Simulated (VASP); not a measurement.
# B4Pd (Im-3m) in VASP: further runs

B4Pd is run at these levels: PBE; tasks: single point, relaxation of cell and atoms.

Program: VASP 6.6.1. These are calculated values, not measurements. Logs are shortened: lines on timing, memory, paths and dates and some standing lists are left out, and cuts for length are marked.

## 1. The cell of the first run

The structure is cubic, space group Im-3m (No. 229). Conventional cell: a = 4.733 Å, b = 4.733 Å, c = 4.733 Å, α = 90.00°, β = 90.00°, γ = 90.00°. B (site symmetry -3m) has 2 Pd at 2.05 Å and 6 B at 2.37 Å within 2.7 Å. Pd (site symmetry m-3m) has 8 B at 2.05 Å within 2.7 Å.

## 2. Single point, PBE

Contents of INCAR:

```
SYSTEM = B4Pd
PREC     = Accurate       ! precision mode
ENCUT    = 520            ! plane-wave cutoff, eV
EDIFF    = 1E-6           ! SCF threshold, eV
ISMEAR   = 0              ! smearing method
SIGMA    = 0.1            ! smearing width, eV
LREAL    = .False.        ! projectors in reciprocal space
LASPH    = .True.         ! aspherical terms in the spheres
NELM     = 100            ! most SCF steps
ALGO     = Normal         ! electronic algorithm
ISIF     = 2              ! what is computed and relaxed
LWAVE    = .False.        ! write WAVECAR
LCHARG   = .True.         ! write CHGCAR
GGA      = PE             ! functional
LELF     = .True.         ! ELF
LVHAR    = .True.       
NBANDS   = 19             ! bands
```

Contents of KPOINTS:

```
Automatic mesh
0
Gamma
  6 6 6
  0 0 0
```

Contents of POSCAR:

```
B4Pd
1.0
   -2.3662902770      2.3662902770      2.3662902770
    2.3662902770     -2.3662902770      2.3662902770
    2.3662902770      2.3662902770     -2.3662902770
B Pd
4 1
Direct
    0.0000000000      0.0000000000      0.5000000000
    0.0000000000      0.5000000000      0.0000000000
    0.5000000000      0.0000000000      0.0000000000
    0.5000000000      0.5000000000      0.5000000000
    0.0000000000      0.0000000000      0.0000000000
```

Potentials or basis: VASP PAW PBE potentials, release 64 (B, Pd).

Launch:

```console
$ cat potpaw_PBE.64/B/POTCAR potpaw_PBE.64/Pd/POTCAR > POTCAR
$ mpirun -np 1 vasp_std > vasp.out
```

OUTCAR:

```text
SYSTEM = B4Pd
   PREC = Accurate
   ENCUT = 520
   EDIFF = 1E-6
   ISMEAR = 0
   LREAL = .False.
   LASPH = .True.
   NELM = 100
   ISIF = 2
   GGA = PE

 ion  position               nearest neighbor table
   1  0.000  0.000  0.500-   5 2.05   5 2.05
   2  0.000  0.500  0.000-   5 2.05   5 2.05
   3  0.500  0.000  0.000-   5 2.05   5 2.05
   4  0.500  0.500  0.500-   5 2.05   5 2.05
   5  0.000  0.000  0.000-   1 2.05   2 2.05   3 2.05   4 2.05   1 2.05   2 2.05   3 2.05   4 2.05

  LATTYP: Found a body centered cubic cell.
 ALAT       =     4.7325805540

  Lattice vectors:

 A1 = (  -2.3662902770,   2.3662902770,   2.3662902770)
 A2 = (   2.3662902770,  -2.3662902770,   2.3662902770)
 A3 = (   2.3662902770,   2.3662902770,  -2.3662902770)

Analysis of symmetry for initial positions (statically):
=====================================================================
 Subroutine PRICEL returns:
 Original cell was already a primitive cell.

 Routine SETGRP: Setting up the symmetry group for a
 body centered cubic supercell.

 Subroutine GETGRP returns: Found 48 space group operations
 (whereof 48 operations were pure point group operations)
 out of a pool of 48 trial point group operations.

The static configuration has the point symmetry O_h .

Analysis of symmetry for dynamics (positions and initial velocities):
=====================================================================
 Subroutine PRICEL returns:
 Original cell was already a primitive cell.

 Routine SETGRP: Setting up the symmetry group for a
 body centered cubic supercell.

 Subroutine GETGRP returns: Found 48 space group operations
 (whereof 48 operations were pure point group operations)
 out of a pool of 48 trial point group operations.

The dynamic configuration has the point symmetry O_h .

 Subroutine INISYM returns: Found 48 space group operations
 (whereof 48 operations are pure point group operations),
 and found     1 'primitive' translations

----------------------------------------------------------------------------------------

                                     Primitive cell

  volume of cell :      52.9986

  direct lattice vectors                    reciprocal lattice vectors
    -2.366290277  2.366290277  2.366290277     0.000000000  0.211301211  0.211301211
     2.366290277 -2.366290277  2.366290277     0.211301211  0.000000000  0.211301211
     2.366290277  2.366290277 -2.366290277     0.211301211  0.211301211  0.000000000

  length of vectors
     4.098534985  4.098534985  4.098534985     0.298825038  0.298825038  0.298825038

  position of ions in fractional coordinates (direct lattice)
     0.000000000  0.000000000  0.500000000
     0.000000000  0.500000000  0.000000000
     0.500000000  0.000000000  0.000000000
     0.500000000  0.500000000  0.500000000
     0.000000000  0.000000000  0.000000000

  ion indices of the primitive-cell ions
   primitive index   ion index
                 1           1
                 2           2
                 3           3
                 4           4
                 5           5

----------------------------------------------------------------------------------------

 KPOINTS: Automatic mesh

Automatic generation of k-mesh.
 Grid dimensions read from file:
 generate k-points for:    6    6    6

 Generating k-lattice:

  Cartesian coordinates                     Fractional coordinates (reciprocal lattice)
     0.000000000  0.035216868  0.035216868     0.166666667  0.000000000  0.000000000
     0.035216868  0.000000000  0.035216868     0.000000000  0.166666667  0.000000000
     0.035216868  0.035216868  0.000000000     0.000000000  0.000000000  0.166666667

  Length of vectors
     0.049804173  0.049804173  0.049804173

  Shift w.r.t. Gamma in fractional coordinates (k-lattice)
     0.000000000  0.000000000  0.000000000

 Subroutine IBZKPT returns following result:
 ===========================================

 Found     16 irreducible k-points:

 Following reciprocal coordinates:
            Coordinates               Weight
  0.000000  0.000000  0.000000      1.000000
  0.166667  0.000000  0.000000     12.000000
  0.333333  0.000000  0.000000     12.000000
  0.500000  0.000000  0.000000      6.000000
  0.166667  0.166667  0.000000     24.000000
  0.333333  0.166667  0.000000     48.000000
[... 8 lines left out ...]
  0.500000  0.500000  0.333333     12.000000
  0.500000  0.500000  0.500000      1.000000
   k-points           NKPTS =     16   k-points in BZ     NKDIM =     16   number of bands    NBANDS=     19
   number of dos      NEDOS =    301   number of ions     NIONS =      5
   total plane-waves  NPLWV =  27000
   dimension x,y,z NGX =    30 NGY =   30 NGZ =   30
   dimension x,y,z NGXF=    60 NGYF=   60 NGZF=   60
   ions per type =               4   1
   NGX,Y,Z   is equivalent  to a cutoff of  12.17, 12.17, 12.17 a.u.
   NGXF,Y,Z  is equivalent  to a cutoff of  24.34, 24.34, 24.34 a.u.
 SYSTEM =  B4Pd
   PREC   = accura    normal or accurate (medium, high low for compatibility)
   ISTART =      0    job   : 0-new  1-cont  2-samecut
   ICHARG =      2    charge: 1-file 2-atom 10-const
   ISPIN  =      1    spin polarized calculation?
   LNONCOLLINEAR =      F non collinear calculations
   LSORBIT =      F    spin-orbit coupling
   LASPH  =      T    aspherical Exc in radial PAW
   ENCUT  =  520.0 eV  38.22 Ry    6.18 a.u.   7.62  7.62  7.62*2*pi/ulx,y,z
   NELM   =    100;   NELMIN=  2; NELMDL= -5     # of ELM steps
   EDIFF  = 0.1E-05   stopping-criterion for ELM
   LREAL  =      F    real-space projection
   EDIFFG = 0.1E-04   stopping-criterion for IOM
   NSW    =      0    number of steps for IOM
   IBRION =     -1    ionic relax: 0-MD 1-quasi-New 2-CG
   NFREE  =      0    steps in history (QN), initial steepest desc. (CG)
   ISIF   =      2    stress and relaxation
   ISYM   =      2    0-nonsym 1-usesym 2-fastsym
   POTIM  = 0.5000    time-step for ionic-motion
   TEBEG  =    0.0;   TEEND  =   0.0 temperature during run
   PSTRESS=    0.0 pullay stress
   NELECT =      22.0000    total number of electrons
   NUPDOWN=      -1.0000    fix difference up-down
   EMIN   =  10.00;   EMAX   =-10.00  energy-range for DOS
   EFERMI =   0.00;   METHOD = LEGACY
   ISMEAR =     0;   SIGMA  =   0.10  broadening in eV -4-tet -1-fermi 0-gaus
   EFERMI_NEDOS =   21; number of points for ismear=-14 and -15
   IALGO  =     38    algorithm
   IMIX   =      4    mixing-type and parameters
     AMIX     =   0.40;   BMIX     =  1.00
     AMIX_MAG =   1.60;   BMIX_MAG =  1.00
  volume/ion in A,a.u.               =      10.60        71.53
  Fermi-wavevector in a.u.,A,eV,Ry     =   1.221221  2.307774 20.291477  1.491381
  Thomas-Fermi vector in A             =   2.356411
   LORBIT       =      0    0 simple, 1 ext, 2 COOP (PROOUT), +10 PAW based schemes
   GGA     = PE    functional components
   LHFCALC =     F    Hartree Fock is set to
   AEXX    =    0.0000 exact exchange contribution
   IVDW    =     0    specifies the selected vdW correction
   LEPSILON=     F    determine dielectric tensor
   LRPA    =     F    only Hartree local field effects (RPA)
 non-spin polarized calculation
 Gauss-broadening in eV      SIGMA  =   0.10
  energy-cutoff  :      520.00
  volume of cell :       53.00
 maximum number of plane-waves:      1464
   NGX = 15   NGY = 15   NGZ = 15

 number of electron      22.0000004 magnetization

 Free energy of the ion-electron system (eV)
  ---------------------------------------------------
  ext. energy  EPLUGINS =         0.00000000
  ---------------------------------------------------
  free energy    TOTEN  =       -24.20319665 eV

  energy without entropy =      -24.18187116  energy(sigma->0) =      -24.19253391

 E-fermi :   6.6260     XC(G=0): -11.3965

 val. band max:        6.6149851970   @ k =   0.3333   0.1667   0.0000
 cond. band min:       6.6521139817   @ k =   0.5000   0.0000   0.0000
 fundamental gap:      0.0371287847
 Fermi energy:         6.6259792511

 k-point     1 :       0.0000    0.0000    0.0000
  band No.  band energies     occupation
      1      -6.0293      2.00000
      2      -1.5311      2.00000
      3      -1.5311      2.00000
      4      -1.5311      2.00000
      5       0.8727      2.00000
      6       0.8727      2.00000
[... 11 lines left out ...]
     18      12.4162      0.00000
     19      13.7110      0.00000

 k-point     2 :       0.1667    0.0000    0.0000
  band No.  band energies     occupation
      1      -5.7011      2.00000
      2      -1.7136      2.00000
      3      -1.6763      2.00000
      4      -1.4097      2.00000
      5       0.6173      2.00000
      6       0.7399      2.00000
[... 11 lines left out ...]
     18      12.7198      0.00000
     19      14.0694      0.00000

 k-point     3 :       0.3333    0.0000    0.0000
  band No.  band energies     occupation
      1      -4.7725      2.00000
      2      -2.0976      2.00000
      3      -2.0283      2.00000
      4      -1.0954      2.00000
      5       0.1067      2.00000
      6       0.3440      2.00000
[... 11 lines left out ...]
     18      12.9473      0.00000
     19      14.4082      0.00000

 k-point     4 :       0.5000    0.0000    0.0000
  band No.  band energies     occupation
      1      -3.8195      2.00000
      2      -2.6881      2.00000
      3      -2.1670      2.00000
      4      -0.9362      2.00000
      5      -0.8713      2.00000
      6       0.2703      2.00000
[... 231 lines left out ...]
     18      15.0087      0.00000
     19      15.0087      0.00000

 k-point    15 :       0.5000    0.5000    0.3333
  band No.  band energies     occupation
      1      -2.4373      2.00000
      2      -1.9618      2.00000
      3      -1.6341      2.00000
      4      -1.0576      2.00000
      5      -1.0555      2.00000
      6      -0.9875      2.00000
[... 11 lines left out ...]
     18      14.6177      0.00000
     19      15.3484      0.00000

 k-point    16 :       0.5000    0.5000    0.5000
  band No.  band energies     occupation
      1      -1.4210      2.00000
      2      -1.4210      2.00000
      3      -1.1141      2.00000
      4      -1.1141      2.00000
      5      -1.1141      2.00000
      6      -0.7012      2.00000
[... 11 lines left out ...]
     18      14.8658      0.00000
     19      16.5938      0.00000

------------------------ aborting loop because EDIFF is reached ----------------------------------------

  FORCE on cell =-STRESS in cart. coord.  units (eV):
  Direction    XX          YY          ZZ          XY          YZ          ZX
  --------------------------------------------------------------------------------------
  -------------------------------------------------------------------------------------
  Total        0.1205426      0.1205426      0.1205426      0.0000000      0.0000000     -0.0000000
  in kB        3.6440731      3.6440731      3.6440731      0.0000000      0.0000000     -0.0000000
  external PRESSURE =       3.6440731 kB  Pullay stress =       0.0000000 kB

 VOLUME and BASIS-vectors are now :
 -----------------------------------------------------------------------------
  energy-cutoff  :      520.00
  volume of cell :       53.00
      direct lattice vectors                 reciprocal lattice vectors
    -2.366290277  2.366290277  2.366290277     0.000000000  0.211301211  0.211301211
     2.366290277 -2.366290277  2.366290277     0.211301211  0.000000000  0.211301211
     2.366290277  2.366290277 -2.366290277     0.211301211  0.211301211  0.000000000

 POSITION                                       TOTAL-FORCE (eV/Angst)
 -----------------------------------------------------------------------------------
      1.18315      1.18315     -1.18315         0.000000     -0.000000     -0.000000
      1.18315     -1.18315      1.18315        -0.000000      0.000000     -0.000000
     -1.18315      1.18315      1.18315        -0.000000      0.000000      0.000000
      1.18315      1.18315      1.18315         0.000000      0.000000      0.000000
      0.00000      0.00000      0.00000         0.000000      0.000000      0.000000
 -----------------------------------------------------------------------------------
    total drift:                               -0.000000      0.000000     -0.000000

  FREE ENERGIE OF THE ION-ELECTRON SYSTEM (eV)
  ---------------------------------------------------
  free  energy   TOTEN  =       -24.2031966539 eV

  energy  without entropy=      -24.1818711595  energy(sigma->0) =      -24.19253391
```

It took 8.5 s on 1 thread of Intel Xeon 6975P-C (Granite Rapids), shared host; peak memory 0.17 GiB.

What came out:

```
Free energy            : -24.2032 eV
Pressure               : 0.4 GPa
Band gap on the k mesh : zero (band 11 reaches 8.15 eV, above the bottom of band 12 at 4.40 eV)
```

[end of part 1 of 2]
